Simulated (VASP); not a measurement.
Wanted: the native input for a VASP 6.6.1 run.

- Task: single point
- Functional: PBE
- Potentials or basis: VASP PAW PBE potentials, release 64 (B, Br)
- Cutoff: 520 eV
- k mesh: 10 × 10 × 10
- Occupations: gaussian, width 0.1 eV
- Spin: no spin polarisation
- Dipole correction: no
- Further INCAR settings: ALGO = Normal; EDIFF = 1e-07; NBANDS = 22

The structure of B6Br lies in POSCAR:

```
B6Br
1.0
    4.2445711775      0.0000000000      0.0000000000
    0.0000000000      4.2445711775      0.0000000000
    0.0000000000      0.0000000000      4.2445711775
B Br
6 1
Direct
    0.1974001512      0.5000000000      0.5000000000
    0.5000000000      0.1974001512      0.5000000000
    0.8025998488      0.5000000000      0.5000000000
    0.5000000000      0.8025998488      0.5000000000
    0.5000000000      0.5000000000      0.1974001512
    0.5000000000      0.5000000000      0.8025998488
    0.0000000000      0.0000000000      0.0000000000
```

These files were run (other wordings do the same):

INCAR

```
PREC = Accurate
ENCUT = 520
EDIFF = 1E-7
ISMEAR = 0
SIGMA = 0.1
LREAL = F
LASPH = T
NELM = 80
ALGO = Normal
ISIF = 2
LWAVE = F
LCHARG = F
GGA = PE
NBANDS = 22
```

KPOINTS

```
Automatic mesh
0
Gamma
  10 10 10
```

Potentials or basis: VASP PAW PBE potentials, release 64 (B, Br).

Command:

```bash
$ cat potpaw_PBE.64/B/POTCAR potpaw_PBE.64/Br/POTCAR > POTCAR
$ mpirun -np 1 vasp_std > vasp.out
```

Results of the run:

```
Pressure      : 0.0 GPa
Largest force : 0.015 eV/Å
```

Caveat: an odd number of electrons without spin polarisation forces a metal; a magnetic or distorted state may lie lower.

Wall time 76 s on 1 thread of Oxide Virtual Turin-like Processor, on a shared host, peak memory 0.19 GiB.
